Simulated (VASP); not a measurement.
Here is a VASP 6.6.1 calculation.

File INCAR:

```
SYSTEM = Ga8SnAs7
  ALGO = Normal
  EDIFF = 1E-6
  ENCUT = 520
  GGA = CA
  ISIF = 2
  ISMEAR = 0
  LASPH = .TRUE.
  LCHARG = .TRUE.
  LELF = .TRUE.
  LREAL = Auto
  LVHAR = .TRUE.
  LWAVE = .FALSE.
  NBANDS = 90
  NELECT = 154.0
  NELM = 80
  PREC = Accurate
  SIGMA = 0.02
```

File KPOINTS:

```
k-points
0
G
  3 3 3
  0 0 0
```

Contents of POSCAR:

```
Ga8SnAs7
1.0
    0.0000000000      5.6033815718     -5.6033815718
    5.6033815718      5.6033815718      0.0000000000
    5.6033815718      0.0000000000     -5.6033815718
Ga Sn As
8 1 7
Direct
    0.4977027597      0.0021917720      0.5013554860
    0.4975532471      0.4996217719      0.5014106234
   -0.0038564787     -0.0014729329      0.5073298494
    0.0002302355      0.4995337549      0.5013765079
    0.5023905979     -0.0009560524      0.0009464938
    0.4977753002      0.4995388261      0.0039966533
   -0.0030450675     -0.0017071636      0.0001238069
   -0.0036644709      0.5053069126      0.0004337845
    0.1223747446      0.1254142488      0.1274583436
    0.1216012158      0.6268068291      0.1251926884
    0.6253113168      0.1233715381      0.1251861227
    0.6247625879      0.6274711348      0.1252472369
    0.1215297977      0.1233548510      0.6286502639
    0.1213711829      0.6270106100      0.6289247179
    0.6245905760      0.1234546850      0.6293775952
    0.6232895512      0.6252296963      0.6270323264
```

Potentials or basis: VASP PAW LDA potentials, release 64 (Ga_d, Sn_d, As).

Command:

```sh
$ cat potpaw_LDA.64/Ga_d/POTCAR potpaw_LDA.64/Sn_d/POTCAR potpaw_LDA.64/As/POTCAR > POTCAR
$ mpirun -np 1 vasp_std > vasp.out
```

(1) Predict the largest force.

## Answers

(1) 0.007 eV/Å.

Caveat: the cell carries a net charge on a neutralising background, which shifts energy and pressure.
